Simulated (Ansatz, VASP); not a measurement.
**TePb in VASP and in Ansatz**

The input INCAR:

```
SYSTEM = TePb
  PREC = Accurate
  ENCUT = 520
  EDIFF = 1E-6
  ISMEAR = 0
  SIGMA = 0.02
  LREAL = .FALSE.
  LASPH = .TRUE.
  NELM = 80
  ALGO = Normal
  ISIF = 2
  LWAVE = .FALSE.
  LCHARG = .FALSE.
  GGA = PS
  NBANDS = 17
```

The input KPOINTS:

```
regular mesh
0
G
  11 11 11
  0 0 0
```

Contents of POSCAR:

```
TePb
1.0
    0.0000000000      3.2310000000      3.2310000000
    3.2310000000      0.0000000000      3.2310000000
    3.2310000000      3.2310000000      0.0000000000
Pb Te
1 1
Direct
    0.0000000000      0.0000000000      0.0000000000
    0.5000000000      0.5000000000      0.5000000000
```

Input for Ansatz:

```yaml
crystal:
  lattice:
    - [0.0, 3.231, 3.231]
    - [3.231, 0.0, 3.231]
    - [3.231, 3.231, 0.0]
  atoms:
    - { symbol: Pb, position: [0.0, 0.0, 0.0] }
    - { symbol: Te, position: [0.5, 0.5, 0.5] }
hamiltonian:
  xc: pbesol
  pseudopotentials: { kind: paw }
kpoints:
  mp_grid: { grid: [11, 11, 11] }
scf:
  occupations: { method: gaussian, width: 0.02 }
  convergence: { dr2_threshold: 1.0e-09 }
basis:
  ecutwfc: 600
output:
  eigenvalues: true
  forces: true
  stress: true
```

Alike in both runs: task single point; functional PBEsol; k mesh 11 × 11 × 11; occupations gaussian, width 0.02 eV; no spin polarisation.

|  | VASP | Ansatz |
| --- | --- | --- |
| version | VASP 6.6.1 | Ansatz 0.2.0 |
| potentials or method | VASP PAW PBE potentials, release 64 (Pb_d, Te), cutoff 520 eV | scalar-relativistic, plane waves, PAW |
| valence electrons in the cell | 20 | 30 |

|  | VASP | Ansatz | Ansatz less VASP |
| --- | --- | --- | --- |
| pressure (GPa) | -0.4 | -0.4 | +0.03 |

VASP's potentials were made for PBE, not for PBEsol. The functional is the same, so the differences come from potentials, cutoffs and numerics. VASP's potentials hold 20 valence electrons a cell and Ansatz's 30, so a difference there can come from the potentials and not from the codes. Ansatz's warnings: stress scf threshold loose.

Spin-orbit coupling is off throughout.
